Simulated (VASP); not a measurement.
Runs of VASP 6.6.1 on In2TeS. The structure is that of space group P-6m2 (No. 187), or close to it. The cells are those of the table. 

| task | cell | k mesh | cutoff (eV) | gap on the mesh (eV) | pressure (GPa) | largest force (eV/Å) |
| --- | --- | --- | --- | --- | --- | --- |
| single point | a = 5.191, b = 5.191, c = 9.822 Å, angles 90.0, 90.0, 120.0°, 4 atoms | 6 × 6 × 2 | 520 | none | 0.1 | 0.03 |
| relaxation of cell and atoms | relaxed from a = 3.953, b = 3.953, c = 8.314 Å, angles 90.0, 90.0, 120.0°, 4 atoms | 6 × 6 × 2 | 600 | none | 0.0 | 0.03 |
| single point | a = 3.953, b = 3.953, c = 8.314 Å, angles 90.0, 90.0, 120.0°, 4 atoms | 6 × 6 × 2 | 520 | none | (a) | 8.73 |
| single point | a = 5.245, b = 5.245, c = 9.802 Å, angles 90.0, 90.0, 120.0°, 4 atoms | 12 × 12 × 6 | 520 | none | 0.0 | - |

Alike in all rows: level PBE; potentials or basis VASP PAW PBE potentials, release 64 (In_d, Te, S); no spin polarisation; smearing gaussian 0.1 eV.

Question: Fill in the values left out.

Answer: (a) 35.3.

Caveats: some runs use coarse meshes; spin-orbit coupling is left out, which moves the levels of the heavy elements; forces of over 1 eV/Å act on the atoms, so gaps and moduli don't describe the material at rest (some runs).

A k mesh can miss the band edges, and the runs leave out spin-orbit coupling on In, Te.

A gap of «none» marks levels without a gap at the run's occupations.
